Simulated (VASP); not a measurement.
## FeO (Wuestite): relaxation of cell and atoms with PBE+D3(BJ)

The system is FeO (Wuestite).

```
CELL_PARAMETERS angstrom
0.00000 2.15540 2.15540
2.15540 0.00000 2.15540
2.15540 2.15540 0.00000
ATOMIC_POSITIONS crystal
Fe 0.00000 0.00000 0.00000
O 0.50000 0.50000 0.50000
```

```json
{
 "Program": "VASP 6.6.1",
 "Task": "relaxation of cell and atoms",
 "Functional": "PBE",
 "Dispersion": "D3(BJ)",
 "Potentials or basis": "VASP PAW PBE potentials, release 64 (Fe, O)",
 "Cutoff": "600 eV",
 "k mesh": "8 × 8 × 8",
 "Occupations": "fermi-dirac, width 0.05 eV",
 "Spin": "collinear spin, ferromagnetic start",
 "Starting moments": "[3.0, 0.0] μB",
 "Dipole correction": "no",
 "Further INCAR settings": "ALGO = Normal; EDIFF = 1e-07; IBRION = 2; EDIFFG = -0.01; NSW = 80; ISIF = 3"
}
```

```
Relaxed volume                                        : 9.82 Å³/atom
Relaxed cell                                          : a = 3.029 Å, b = 3.029 Å, c = 3.029 Å, α = 60.00°, β = 60.00°, γ = 60.00°
Space group after relaxing (to 0.05 Å)                : Fm-3m (No. 225)
Energy gained by relaxing                             : 2.1 meV/atom
Ionic steps                                           : 3
Pressure after relaxing                               : 0.0 GPa
Band gap on the k mesh                                : zero (filled and empty bands overlap)
Net moment                                            : 4.00 μB per cell
Site moments                                          : Fe +3.62; O +0.30 μB
Valence electrons inside the program's atomic spheres : Fe 6.76; O 5.00
Dispersion energy per atom                            : -0.203 eV
```

The path:
| step | energy change (eV) | largest force (eV/Å) | pressure (GPa) | volume (Å³) |
| --- | --- | --- | --- | --- |
| 1 | 0.0000 | 0.0000 | -3.51 | 20.03 |
| 2 | -0.0023 | 0.0000 | 2.57 | 19.40 |
| 3 | -0.0043 | 0.0000 | 0.02 | 19.65 |

Final structure:
```yaml
crystal:
  lattice:
    - [0.00000, 2.14170, 2.14170]
    - [2.14170, 0.00000, 2.14170]
    - [2.14170, 2.14170, 0.00000]
  atoms:
    - { symbol: Fe, position: [0.00000, 0.00000, 0.00000] }
    - { symbol: O, position: [0.50000, 0.50000, 0.50000] }
```

Levels at points of the mesh, in eV from the Fermi level:
Spin up:
| k point | band 6 | band 7 | band 8 | band 9 | band 10 | band 11 | band 12 | band 13 |
| --- | --- | --- | --- | --- | --- | --- | --- | --- |
| (0.00, 0.00, 0.00) | -3.87 | -3.87 | -3.69 | -3.69 | 0.19 | 15.52 | 17.19 | 17.19 |
| (0.50, 0.00, 0.00) | -3.06 | -2.48 | -0.29 | -0.29 | 4.13 | 8.65 | 12.69 | 12.69 |
| (0.50, 0.50, 0.00) | -3.29 | -2.78 | -2.78 | -2.77 | 5.42 | 8.86 | 10.86 | 14.93 |
Spin down:
```
           k point  band 2  band 3  band 4  band 5  band 6  band 7  band 8  band 9
(0.00, 0.00, 0.00)   -3.31   -3.31   -3.31   -0.77   -0.77   -0.77    0.18    0.18
(0.50, 0.00, 0.00)   -8.15   -5.26   -5.26    0.40    0.40    0.61    2.85    2.85
(0.50, 0.50, 0.00)   -7.01   -4.50   -4.50   -2.19    0.74    0.75    0.75    1.18
```

Wall time 24 s on 1 thread of Intel(R) Xeon(R) Platinum 8559C (Emerald Rapids) (shared host), peak memory 0.17 GiB.

Caveat: a cell with one magnetic atom can't hold antiferromagnetic order, which such compounds often take; semilocal functionals often make such compounds metallic where correlation or magnetic order opens a gap, which also shifts bond lengths; pairwise dispersion overbinds metals, which lowers pressure and volume. With open d or f shells a metallic result of PBE can be an artefact of self-interaction; +U or a hybrid may open a gap.
